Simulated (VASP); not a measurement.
# Cu (Fm-3m) in VASP: further runs

Runs on Cu. Level: PBE. Tasks: single point.

Everything below comes from runs of VASP 6.6.1. Logs are shortened: lines on timing, memory, paths and dates and some standing lists are left out, and cuts for length are marked.

### Step 1. The cell of the first run

Symmetry: Fm-3m, No. 225, cubic system. Conventional cell: a = 3.639 Å, b = 3.639 Å, c = 3.639 Å, α = 90.00°, β = 90.00°, γ = 90.00°. Cu (site symmetry m-3m) has 12 Cu at 2.57 Å within 3.4 Å.

### Step 2. Single point, PBE

File INCAR:

```
ALGO = Normal
EDIFF = 1E-7
ENCUT = 520
GGA = PE
ISIF = 2
ISMEAR = 0
LASPH = True
LCHARG = False
LREAL = False
LWAVE = False
NBANDS = 12
NELM = 100
PREC = Accurate
SIGMA = 0.01
```

File KPOINTS:

```
k-points
0
Gamma
  6 6 6
```

File POSCAR:

```
Cu
1.0
    0.0000000000      1.8193753129      1.8193753129
    1.8193753129      0.0000000000      1.8193753129
    1.8193753129      1.8193753129      0.0000000000
Cu
1
Direct
    0.0000000000      0.0000000000      0.0000000000
```

Potentials or basis: VASP PAW PBE potentials, release 64 (Cu).

Started as:

```
> cat potpaw_PBE.64/Cu/POTCAR > POTCAR
> mpirun -np 1 vasp_std > vasp.out
```

OUTCAR:

```text
EDIFF = 1E-7
   ENCUT = 520
   GGA = PE
   ISIF = 2
   ISMEAR = 0
   LASPH = True
   LREAL = False
   NELM = 100
   PREC = Accurate

 ion  position               nearest neighbor table
   1  0.000  0.000  0.000-

  LATTYP: Found a face centered cubic cell.
 ALAT       =     3.6387506258

  Lattice vectors:

 A1 = (   0.0000000000,   1.8193753129,   1.8193753129)
 A2 = (   1.8193753129,   0.0000000000,   1.8193753129)
 A3 = (   1.8193753129,   1.8193753129,   0.0000000000)

Analysis of symmetry for initial positions (statically):
=====================================================================
 Subroutine PRICEL returns:
 Original cell was already a primitive cell.

 Routine SETGRP: Setting up the symmetry group for a
 face centered cubic supercell.

 Subroutine GETGRP returns: Found 48 space group operations
 (whereof 48 operations were pure point group operations)
 out of a pool of 48 trial point group operations.

The static configuration has the point symmetry O_h .

Analysis of symmetry for dynamics (positions and initial velocities):
=====================================================================
 Subroutine PRICEL returns:
 Original cell was already a primitive cell.

 Routine SETGRP: Setting up the symmetry group for a
 face centered cubic supercell.

 Subroutine GETGRP returns: Found 48 space group operations
 (whereof 48 operations were pure point group operations)
 out of a pool of 48 trial point group operations.

The dynamic configuration has the point symmetry O_h .

 Subroutine INISYM returns: Found 48 space group operations
 (whereof 48 operations are pure point group operations),
 and found     1 'primitive' translations

----------------------------------------------------------------------------------------

                                     Primitive cell

  volume of cell :      12.0447

  direct lattice vectors                    reciprocal lattice vectors
     0.000000000  1.819375313  1.819375313    -0.274819602  0.274819602  0.274819602
     1.819375313  0.000000000  1.819375313     0.274819602 -0.274819602  0.274819602
     1.819375313  1.819375313  0.000000000     0.274819602  0.274819602 -0.274819602

  length of vectors
     2.572985243  2.572985243  2.572985243     0.476001514  0.476001514  0.476001514

  position of ions in fractional coordinates (direct lattice)
     0.000000000  0.000000000  0.000000000

  ion indices of the primitive-cell ions
   primitive index   ion index
                 1           1

----------------------------------------------------------------------------------------
[... 71 lines left out ...]
   PSTRESS=    0.0 pullay stress
   NELECT =      11.0000    total number of electrons
   NUPDOWN=      -1.0000    fix difference up-down
   EMIN   =  10.00;   EMAX   =-10.00  energy-range for DOS
   EFERMI =   0.00;   METHOD = LEGACY
   ISMEAR =     0;   SIGMA  =   0.01  broadening in eV -4-tet -1-fermi 0-gaus
   EFERMI_NEDOS =   21; number of points for ismear=-14 and -15
   IALGO  =     38    algorithm
   IMIX   =      4    mixing-type and parameters
     AMIX     =   0.40;   BMIX     =  1.00
     AMIX_MAG =   1.60;   BMIX_MAG =  1.00
  volume/ion in A,a.u.               =      12.04        81.28
  Fermi-wavevector in a.u.,A,eV,Ry     =   1.588328  3.001504 34.324570  2.522785
  Thomas-Fermi vector in A             =   2.687348
   LORBIT       =      0    0 simple, 1 ext, 2 COOP (PROOUT), +10 PAW based schemes
   GGA     = PE    functional components
   LHFCALC =     F    Hartree Fock is set to
   AEXX    =    0.0000 exact exchange contribution
   IVDW    =     0    specifies the selected vdW correction
   LEPSILON=     F    determine dielectric tensor
   LRPA    =     F    only Hartree local field effects (RPA)
 non-spin polarized calculation
 Gauss-broadening in eV      SIGMA  =   0.01
  energy-cutoff  :      520.00
  volume of cell :       12.04
 maximum number of plane-waves:       332
   NGX =  9   NGY =  9   NGZ =  9

 number of electron      10.9999995 magnetization

 Free energy of the ion-electron system (eV)
  ---------------------------------------------------
  ext. energy  EPLUGINS =         0.00000000
  ---------------------------------------------------
  free energy    TOTEN  =        -3.66331524 eV

  energy without entropy =       -3.66271939  energy(sigma->0) =       -3.66301731

 E-fermi :   7.2544     XC(G=0): -12.6130

 val. band max:        7.2521873519   @ k =   0.5000   0.3333   0.1667
 cond. band min:       7.8104833122   @ k =   0.5000   0.1667   0.0000
 fundamental gap:      0.5582959603
 Fermi energy:         7.2544404725

 k-point     1 :       0.0000    0.0000    0.0000
  band No.  band energies     occupation
      1      -1.8581      2.00000
      2       4.3733      2.00000
      3       4.3733      2.00000
      4       4.3733      2.00000
      5       5.1703      2.00000
      6       5.1703      2.00000
      7      29.7822      0.00000
      8      32.2730      0.00000
      9      32.2730      0.00000
     10      32.2730      0.00000
     11      34.7505      0.00000
     12      34.7505      0.00000
[... 211 lines left out ...]
 k-point    16 :      -0.3333    0.5000    0.1667
  band No.  band energies     occupation
      1       3.0760      2.00000
      2       3.3985      2.00000
      3       4.5711      2.00000
      4       5.3156      2.00000
      5       5.8608      2.00000
      6      11.3336      0.00000
      7      14.8722      0.00000
      8      15.9284      0.00000
      9      17.2057      0.00000
     10      30.7276      0.00000
     11      33.1366      0.00000
     12      40.4124      0.00000

------------------------ aborting loop because EDIFF is reached ----------------------------------------

  FORCE on cell =-STRESS in cart. coord.  units (eV):
  Direction    XX          YY          ZZ          XY          YZ          ZX
  --------------------------------------------------------------------------------------
  -------------------------------------------------------------------------------------
  Total        0.0419507      0.0419507      0.0419507      0.0000000     -0.0000000      0.0000000
  in kB        5.5802453      5.5802453      5.5802453      0.0000000     -0.0000000      0.0000000
  external PRESSURE =       5.5802453 kB  Pullay stress =       0.0000000 kB

 VOLUME and BASIS-vectors are now :
 -----------------------------------------------------------------------------
  energy-cutoff  :      520.00
  volume of cell :       12.04
      direct lattice vectors                 reciprocal lattice vectors
     0.000000000  1.819375313  1.819375313    -0.274819602  0.274819602  0.274819602
     1.819375313  0.000000000  1.819375313     0.274819602 -0.274819602  0.274819602
     1.819375313  1.819375313  0.000000000     0.274819602  0.274819602 -0.274819602

 POSITION                                       TOTAL-FORCE (eV/Angst)
 -----------------------------------------------------------------------------------
      0.00000      0.00000      0.00000        -0.000000     -0.000000     -0.000000
 -----------------------------------------------------------------------------------
    total drift:                                0.000000      0.000000      0.000000

  FREE ENERGIE OF THE ION-ELECTRON SYSTEM (eV)
  ---------------------------------------------------
  free  energy   TOTEN  =        -3.6633152380 eV

  energy  without entropy=       -3.6627193902  energy(sigma->0) =       -3.66301731
```

Run time: 3.5 s. Hardware: 1 thread of Intel Xeon Platinum 8488C (Sapphire Rapids), shared host; peak memory 0.12 GiB.

What came out:

| Quantity | Value |
| --- | --- |
| Free energy | -3.6633 eV |
| Pressure | 0.6 GPa |

Caveat: the k points lie up to 0.50 Å⁻¹ apart.

### Step 3. Single point, PBE

This run uses another cell than the first one, of 11.88 Å³/atom, 0.986 times its volume.

File INCAR:

```
SYSTEM = Cu
PREC = Accurate
ENCUT = 520
EDIFF = 1E-6
ISMEAR = 0
SIGMA = 0.01
LREAL = .FALSE.
LASPH = .TRUE.
NELM = 60
ALGO = Normal
ISIF = 2
LWAVE = .FALSE.
LCHARG = .TRUE.
GGA = PE
LELF = .TRUE.
LVHAR = .TRUE.
NBANDS = 12
```

File KPOINTS:

```
Automatic mesh
0
G
  6 6 6
  0 0 0
```

File POSCAR:

```
Cu
1.0
    0.0000000000      1.8109845161      1.8109845161
    1.8109845161      0.0000000000      1.8109845161
    1.8109845161      1.8109845161      0.0000000000
Cu
1
Direct
    0.0000000000      0.0000000000      0.0000000000
```

Potentials or basis: VASP PAW PBE potentials, release 64 (Cu).

Started as:

```
> cat potpaw_PBE.64/Cu/POTCAR > POTCAR
> mpirun -np 1 vasp_std > vasp.out
```

OUTCAR:

```text
SYSTEM = Cu
   PREC = Accurate
   ENCUT = 520
   EDIFF = 1E-6
   ISMEAR = 0
   LREAL = .FALSE.
   LASPH = .TRUE.
   NELM = 60
   ISIF = 2
   GGA = PE

 ion  position               nearest neighbor table
   1  0.000  0.000  0.000-

  LATTYP: Found a face centered cubic cell.
 ALAT       =     3.6219690322

  Lattice vectors:

 A1 = (   0.0000000000,   1.8109845161,   1.8109845161)
 A2 = (   1.8109845161,   0.0000000000,   1.8109845161)
 A3 = (   1.8109845161,   1.8109845161,   0.0000000000)

Analysis of symmetry for initial positions (statically):
=====================================================================
 Subroutine PRICEL returns:
 Original cell was already a primitive cell.

 Routine SETGRP: Setting up the symmetry group for a
 face centered cubic supercell.

 Subroutine GETGRP returns: Found 48 space group operations
[... 9 lines left out ...]

 Routine SETGRP: Setting up the symmetry group for a
 face centered cubic supercell.

 Subroutine GETGRP returns: Found 48 space group operations
[... 11 lines left out ...]
                                     Primitive cell

  volume of cell :      11.8788

  direct lattice vectors                    reciprocal lattice vectors
     0.000000000  1.810984516  1.810984516    -0.276092918  0.276092918  0.276092918
     1.810984516  0.000000000  1.810984516     0.276092918 -0.276092918  0.276092918
     1.810984516  1.810984516  0.000000000     0.276092918  0.276092918 -0.276092918

  length of vectors
     2.561118864  2.561118864  2.561118864     0.478206962  0.478206962  0.478206962

  position of ions in fractional coordinates (direct lattice)
     0.000000000  0.000000000  0.000000000

  ion indices of the primitive-cell ions
   primitive index   ion index
                 1           1

----------------------------------------------------------------------------------------

 KPOINTS: Automatic mesh

Automatic generation of k-mesh.
 Grid dimensions read from file:
 generate k-points for:    6    6    6
[... 79 lines left out ...]
   LORBIT       =      0    0 simple, 1 ext, 2 COOP (PROOUT), +10 PAW based schemes
   GGA     = PE    functional components
   LHFCALC =     F    Hartree Fock is set to
   AEXX    =    0.0000 exact exchange contribution
   IVDW    =     0    specifies the selected vdW correction
   LEPSILON=     F    determine dielectric tensor
   LRPA    =     F    only Hartree local field effects (RPA)
 non-spin polarized calculation
 Gauss-broadening in eV      SIGMA  =   0.01
  energy-cutoff  :      520.00
  volume of cell :       11.88
 maximum number of plane-waves:       332
   NGX =  9   NGY =  9   NGZ =  9

 number of electron      11.0000000 magnetization

 Free energy of the ion-electron system (eV)
  ---------------------------------------------------
  ext. energy  EPLUGINS =         0.00000000
  ---------------------------------------------------
  free energy    TOTEN  =        -3.66163025 eV

  energy without entropy =       -3.66103441  energy(sigma->0) =       -3.66133233

 E-fermi :   7.4315     XC(G=0): -12.6931

 val. band max:        7.4292439543   @ k =   0.5000   0.3333   0.1667
 cond. band min:       7.9826608613   @ k =   0.5000   0.1667   0.0000
 fundamental gap:      0.5534169070
 Fermi energy:         7.4314970749

 k-point     1 :       0.0000    0.0000    0.0000
  band No.  band energies     occupation
      1      -1.7931      2.00000
      2       4.5019      2.00000
      3       4.5019      2.00000
      4       4.5019      2.00000
      5       5.3163      2.00000
      6       5.3163      2.00000
      7      30.0631      0.00000
      8      32.6612      0.00000
      9      32.6612      0.00000
     10      32.6612      0.00000
     11      35.1484      0.00000
     12      35.1484      0.00000
[... 211 lines left out ...]
 k-point    16 :      -0.3333    0.5000    0.1667
  band No.  band energies     occupation
      1       3.1745      2.00000
      2       3.5051      2.00000
      3       4.7012      2.00000
      4       5.4642      2.00000
      5       6.0217      2.00000
      6      11.5318      0.00000
      7      15.1332      0.00000
      8      16.1726      0.00000
      9      17.4810      0.00000
     10      31.0759      0.00000
     11      33.5673      0.00000
     12      40.8254      0.00000

------------------------ aborting loop because EDIFF is reached ----------------------------------------

  FORCE on cell =-STRESS in cart. coord.  units (eV):
  Direction    XX          YY          ZZ          XY          YZ          ZX
  --------------------------------------------------------------------------------------
  -------------------------------------------------------------------------------------
  Total        0.1902383      0.1902383      0.1902383     -0.0000000     -0.0000000     -0.0000000
  in kB       25.6586858     25.6586858     25.6586858     -0.0000000     -0.0000000     -0.0000000
  external PRESSURE =      25.6586858 kB  Pullay stress =       0.0000000 kB

 VOLUME and BASIS-vectors are now :
 -----------------------------------------------------------------------------
  energy-cutoff  :      520.00
  volume of cell :       11.88
      direct lattice vectors                 reciprocal lattice vectors
     0.000000000  1.810984516  1.810984516    -0.276092918  0.276092918  0.276092918
     1.810984516  0.000000000  1.810984516     0.276092918 -0.276092918  0.276092918
     1.810984516  1.810984516  0.000000000     0.276092918  0.276092918 -0.276092918

 POSITION                                       TOTAL-FORCE (eV/Angst)
 -----------------------------------------------------------------------------------
      0.00000      0.00000      0.00000         0.000000      0.000000     -0.000000
 -----------------------------------------------------------------------------------
    total drift:                                0.000000      0.000000      0.000000

  FREE ENERGIE OF THE ION-ELECTRON SYSTEM (eV)
  ---------------------------------------------------
  free  energy   TOTEN  =        -3.6616302533 eV

  energy  without entropy=       -3.6610344055  energy(sigma->0) =       -3.66133233
```

OSZICAR:

```text
N       E                     dE             d eps       ncg     rms          rms(c)
DAV:   1     0.445348282925E+02    0.44535E+02   -0.56140E+03   404   0.154E+03
DAV:   2    -0.317805267546E+01   -0.47713E+02   -0.43879E+02   400   0.215E+02
DAV:   3    -0.454549139242E+01   -0.13674E+01   -0.13562E+01   444   0.402E+01
DAV:   4    -0.455376932438E+01   -0.82779E-02   -0.82773E-02   448   0.278E+00
DAV:   5    -0.455384693868E+01   -0.77614E-04   -0.77615E-04   468   0.267E-01    0.758E+00
DAV:   6    -0.401823827099E+01    0.53561E+00   -0.14125E+01   448   0.706E+01    0.377E+00
DAV:   7    -0.367437518104E+01    0.34386E+00   -0.21862E+00   452   0.277E+01    0.592E-01
DAV:   8    -0.366298724736E+01    0.11388E-01   -0.38072E-03   440   0.812E-01    0.276E-01
DAV:   9    -0.366162934036E+01    0.13579E-02   -0.84410E-03   488   0.158E+00    0.300E-02
DAV:  10    -0.366163122034E+01   -0.18800E-05   -0.39870E-05   568   0.104E-01    0.808E-03
DAV:  11    -0.366163013190E+01    0.10884E-05   -0.90106E-07   332   0.177E-02    0.250E-04
DAV:  12    -0.366163025329E+01   -0.12138E-06   -0.69351E-08   256   0.303E-03
   1 F= -.36616303E+01 E0= -.36613323E+01  d E =-.595848E-03
```

It took 4.7 s on 1 thread of Intel Xeon Platinum 8488C (Sapphire Rapids), shared host; peak memory 0.12 GiB.

What came out:

```
Free energy : -3.6616 eV
Pressure    : 2.6 GPa
```

Levels at points of the mesh, in eV from the Fermi level:
| k point | band 4 | band 5 | band 6 | band 7 | band 8 | band 9 |
| --- | --- | --- | --- | --- | --- | --- |
| (0.00, 0.00, 0.00) | -2.93 | -2.12 | -2.12 | 22.63 | 25.23 | 25.23 |
| (0.50, 0.00, 0.00) | -1.55 | -1.55 | -0.90 | 3.81 | 21.13 | 22.06 |
| (0.50, 0.50, 0.00) | -1.41 | -1.41 | 1.59 | 7.15 | 13.12 | 13.12 |

Caveat: the k points lie up to 0.50 Å⁻¹ apart.

[end of part 1 of 2]
